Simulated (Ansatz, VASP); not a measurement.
BAs in VASP and in Ansatz

Contents of INCAR:

```
SYSTEM = BAs
PREC = Accurate
ENCUT = 520
EDIFF = 1E-6
ISMEAR = 0
SIGMA = 0.02
LREAL = .FALSE.
LASPH = .TRUE.
NELM = 80
ALGO = Normal
ISIF = 2
LWAVE = .FALSE.
LCHARG = .TRUE.
GGA = PS
LELF = .TRUE.
LVHAR = .TRUE.
NBANDS = 11
```

KPOINTS

```
regular mesh
0
G
  10 10 10
  0 0 0
```

Contents of POSCAR:

```
BAs
1.0
    0.0000000000      2.4181412850      2.4181412850
    2.4181412850      0.0000000000      2.4181412850
    2.4181412850      2.4181412850      0.0000000000
B As
1 1
Direct
    0.0000000000      0.0000000000      0.0000000000
    0.7500000000      0.7500000000      0.7500000000
```

Input for Ansatz:

```yaml
crystal:
  lattice:
    - [0.0, 2.418141285, 2.418141285]
    - [2.418141285, 0.0, 2.418141285]
    - [2.418141285, 2.418141285, 0.0]
  atoms:
    - { symbol: B, position: [0.0, 0.0, 0.0] }
    - { symbol: As, position: [0.75, 0.75, 0.75] }
basis:
  ecutwfc: 420
kpoints:
  mp_grid: { grid: [10, 10, 10] }
hamiltonian:
  xc: pbesol
scf:
  occupations: { method: gaussian, width: 0.02 }
output:
  forces: true
  stress: true
  eigenvalues: true
  populations: true
```

Alike in both runs: task single point; functional PBEsol; k mesh 10 × 10 × 10; occupations gaussian, width 0.02 eV; no spin polarisation.

|  | VASP | Ansatz |
| --- | --- | --- |
| version | VASP 6.6.1 | Ansatz 0.2.0 |
| potentials or method | VASP PAW PBE potentials, release 64 (B, As), cutoff 520 eV | scalar-relativistic, plane waves, PAW |
| valence electrons in the cell | 8 | 18 |

|  | VASP | Ansatz | Ansatz less VASP |
| --- | --- | --- | --- |
| gap on the k mesh at the Fermi level (eV) | 1.11 | 1.12 | +0.008 |
| least direct gap on the mesh (eV) | 3.19 | 3.20 | +0.004 |
| pressure (GPa) | -4.8 | -5.5 | -0.72 |

VASP's potentials were made for PBE, not for PBEsol. With one functional, cell and mesh, what is left measures potentials, basis and numerics. VASP's potentials hold 8 valence electrons a cell and Ansatz's 18, so a difference there can come from the potentials and not from the codes.
